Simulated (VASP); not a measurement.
Set up this calculation in VASP 6.6.1, as the native input.

```yaml
Task: relaxation of cell and atoms
Functional: PBEsol
Potentials_or_basis: VASP PAW PBE potentials, release 64 (Cs_sv, Pb_d, Cl)
Cutoff: 600 eV
k_mesh: 3 × 3 × 3
Occupations: fermi-dirac, width 0.1 eV
Spin: no spin polarisation
Dipole_correction: no
Further_INCAR_settings: ALGO = Normal; EDIFF = 1e-06; IBRION = 2; EDIFFG = -0.01; NSW = 60; ISIF = 3
```

The structure of CsPbCl3 lies in POSCAR:

```
CsPbCl3
1.0
    5.5773270000      0.0000000000      0.0000000000
    0.0000000000      5.5773270000      0.0000000000
    0.0000000000      0.0000000000      5.5773270000
Cs Pb Cl
1 1 3
Direct
    0.0000000000      0.0000000000      0.0000000000
    0.5000000000      0.5000000000      0.5000000000
    0.5000000000      0.5000000000      0.0000000000
    0.0000000000      0.5000000000      0.5000000000
    0.5000000000      0.0000000000      0.5000000000
```

These files were run (other wordings do the same):

INCAR

```
SYSTEM = CsPbCl3
PREC = Accurate ; ENCUT = 600
EDIFF = 1E-6 ; ISMEAR = -1
SIGMA = 0.1 ; LREAL = .FALSE.
LASPH = .TRUE. ; NELM = 80
ALGO = Normal ; ISIF = 3
LWAVE = .FALSE. ; LCHARG = .FALSE.
GGA = PS ; IBRION = 2
NSW = 60 ; EDIFFG = -0.01
```

KPOINTS

```
regular mesh
0
G
  3 3 3
  0 0 0
```

Potentials or basis: VASP PAW PBE potentials, release 64 (Cs_sv, Pb_d, Cl).

Launch:

```bash
$ cat potpaw_PBE.64/Cs_sv/POTCAR potpaw_PBE.64/Pb_d/POTCAR potpaw_PBE.64/Cl/POTCAR > POTCAR
$ mpirun -np 1 vasp_std > vasp.out
```

It gave:

```json
{
 "Relaxed volume": "35.05 Å³/atom",
 "Relaxed cell": "a = 5.596 Å, b = 5.596 Å, c = 5.596 Å, α = 90.00°, β = 90.00°, γ = 90.00°",
 "Space group after relaxing (to 0.1 Å)": "Pm-3m (No. 221)",
 "Energy gained by relaxing": "0.3 meV/atom",
 "Ionic steps": "3",
 "Pressure after relaxing": "0.0 GPa",
 "Band gap on the k mesh": "4.19 eV"
}
```

Caveat: the PAW data sets were made with another functional, which shifts forces and pressure a little; spin-orbit coupling is left out, which moves the levels of the heavy elements; an odd mesh through Γ misses points on the zone boundary, where band edges can lie.

Wall time 57 s on 1 thread of Intel(R) Xeon(R) Platinum 8259CL CPU @ 2.50GHz (Skylake/Cascade Lake) (shared host), peak memory 0.34 GiB.
